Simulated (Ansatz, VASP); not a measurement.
# One calculation of ZnSe, two programs

Contents of INCAR:

```
SYSTEM = ZnSe
ALGO = Normal
EDIFF = 1E-7
ENCUT = 520
GGA = CA
ISIF = 2
ISMEAR = -1
LASPH = .True.
LCHARG = .False.
LREAL = .False.
LWAVE = .False.
NBANDS = 16
NELM = 80
PREC = Accurate
SIGMA = 0.03
```

File KPOINTS:

```
k-points
0
Gamma
  8 8 8
  0 0 0
```

The input POSCAR:

```
ZnSe
1.0
    0.0000000000      2.8054620000      2.8338000000
    2.8054620000      0.0000000000      2.8338000000
    2.8054620000      2.8054620000      0.0000000000
Zn Se
1 1
Direct
    0.0000000000      0.0000000000      0.0000000000
    0.7500000000      0.7500000000      0.7500000000
```

Input for Ansatz:

```yaml
crystal:
  lattice:
    - [0.0, 2.805462, 2.8338]
    - [2.805462, 0.0, 2.8338]
    - [2.805462, 2.805462, 0.0]
  atoms:
    - { symbol: Zn, position: [0.0, 0.0, 0.0] }
    - { symbol: Se, position: [0.75, 0.75, 0.75] }
kpoints:
  mp_grid: { grid: [8, 8, 8] }
  band_path:
    path:
      - [0.0, 0.0, 0.0]
      - [0.5, 0.0, 0.5]
      - [0.75, 0.25, 0.5]
      - [0.5, 0.5, 0.5]
      - [0.0, 0.0, 0.0]
      - [0.5, 0.5, 0.0]
      - [0.6274875, 0.6274875, 0.254975]
      - [0.3725125, 0.3725125, 0.745025]
      - [0.0, 0.0, 0.0]
    npoints: 5
scf:
  occupations: { method: fermi_dirac, width: 0.03 }
hamiltonian:
  xc: lda
  pseudopotentials: { kind: all_electron, lapw: { basis_error: 0.001 } }
output:
  forces: true
  stress: true
  eigenvalues: true
```

Change from the starting cell: equal xx and yy strain of -1 %.

Alike in both runs: task single point; functional LDA; k mesh 8 × 8 × 8; occupations fermi-dirac, width 0.03 eV; no spin polarisation.

|  | VASP | Ansatz |
| --- | --- | --- |
| version | VASP 6.6.1 | Ansatz 0.2.0 |
| potentials or method | VASP PAW LDA potentials, release 64 (Zn, Se), cutoff 520 eV | all-electron LAPW, scalar-relativistic |

```csv
,VASP,Ansatz,Ansatz less VASP
pressure (GPa),-1.9,-2.2,-0.31
"traceless stress, the component that is largest in VASP (GPa)",-0.27,-0.27,-0.001
```

LDA's correlation is that of Perdew and Zunger in VASP and of Perdew and Wang (1992) in Ansatz. Ansatz ran all-electron here, and VASP with PAW potentials.
